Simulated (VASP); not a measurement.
A run of VASP 6.6.1:

The input POSCAR:

```
CdS
1.0
    0.0000000000      2.9392087863      2.9392087863
    2.9392087863      0.0000000000      2.9392087863
    2.9392087863      2.9392087863      0.0000000000
Cd S
1 1
Direct
    0.0000000000      0.0000000000      0.0000000000
    0.2500000000      0.2500000000      0.2500000000
```

INCAR.step1

```
PREC = Accurate
ENCUT = 600
EDIFF = 1E-5
ISMEAR = -1
SIGMA = 0.02
LREAL = F
LASPH = T
NELM = 60
ALGO = Normal
LWAVE = T
LCHARG = F
GGA = PE
NBANDS = 16
```

INCAR.step2

```
PREC = Accurate
ENCUT = 600
EDIFF = 1E-7
ISMEAR = -1
SIGMA = 0.02
LREAL = F
LASPH = T
NELM = 60
ALGO = Normal
ISIF = 3
LWAVE = F
LCHARG = F
GGA = PE
LHFCALC = T
HFSCREEN = 0.2079
PRECFOCK = Normal
IBRION = 2
NSW = 80
EDIFFG = -0.005
ISTART = 1
```

KPOINTS

```
regular mesh
0
Gamma
  4 4 4
```

Potentials or basis: VASP PAW PBE potentials, release 64 (Cd, S).

Run with:

```bash
$ cat potpaw_PBE.64/Cd/POTCAR potpaw_PBE.64/S/POTCAR > POTCAR
$ cp INCAR.step1 INCAR
$ mpirun -np 1 vasp_std > vasp.out
$ cp INCAR.step2 INCAR
$ mpirun -np 1 vasp_std > vasp.out
```

Hardware: 1 thread of Intel(R) Xeon(R) 6975P-C (Granite Rapids) (shared host).

Estimate the wall time of this run.

Run time: 23 min on 1 thread of Intel(R) Xeon(R) 6975P-C (Granite Rapids), with other jobs on the host, peak memory 0.33 GiB. Counts: k points 8, ion steps 3.
